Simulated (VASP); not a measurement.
Write the native input for VASP 6.6.1 that does the following.

```
Task                   : single point
Functional             : PBEsol
Potentials or basis    : VASP PAW PBE potentials, release 64 (Ta_pv)
Cutoff                 : 520 eV
k mesh                 : 11 × 11 × 6
Occupations            : methfessel-paxton, width 0.05 eV
Spin                   : no spin polarisation
Dipole correction      : no
Further INCAR settings : ALGO = Normal; EDIFF = 1e-07; NBANDS = 18
```

The structure of Ta lies in POSCAR:

```
Ta
1.0
    2.9003700000      0.0000000000      0.0000000000
   -1.4501900000      2.5118000000      0.0000000000
    0.0000000000      0.0000000000      5.1662700000
Ta
2
Direct
    0.6666666667      0.3333333333      0.7500000000
    0.3333333333      0.6666666667      0.2500000000
```

This isn't the form of Ta at room conditions, which is bcc.

The input as run:

INCAR

```
SYSTEM = Ta
ALGO = Normal
EDIFF = 1E-7
ENCUT = 520
GGA = PS
ISIF = 2
ISMEAR = 1
LASPH = .True.
LCHARG = .True.
LELF = .True.
LREAL = .False.
LVHAR = .True.
LWAVE = .False.
NBANDS = 18
NELM = 80
PREC = Accurate
SIGMA = 0.05
```

KPOINTS

```
k-points
0
Gamma
  11 11 6
  0 0 0
```

Potentials or basis: VASP PAW PBE potentials, release 64 (Ta_pv).

Run with:

```bash
$ cat potpaw_PBE.64/Ta_pv/POTCAR > POTCAR
$ mpirun -np 1 vasp_std > vasp.out
```

It gave:

* Pressure: -7.2 GPa
* Band gap on the k mesh: zero (bands 11 and 12 overlap by 2.13 eV)

Caveat: the cell stands under tension; the PAW data sets were made with another functional, which shifts forces and pressure a little; spin-orbit coupling is left out, which moves the levels of the heavy elements.

It took 55 s on 1 thread of Intel Xeon 8259CL (shared host), peak memory 0.18 GiB.
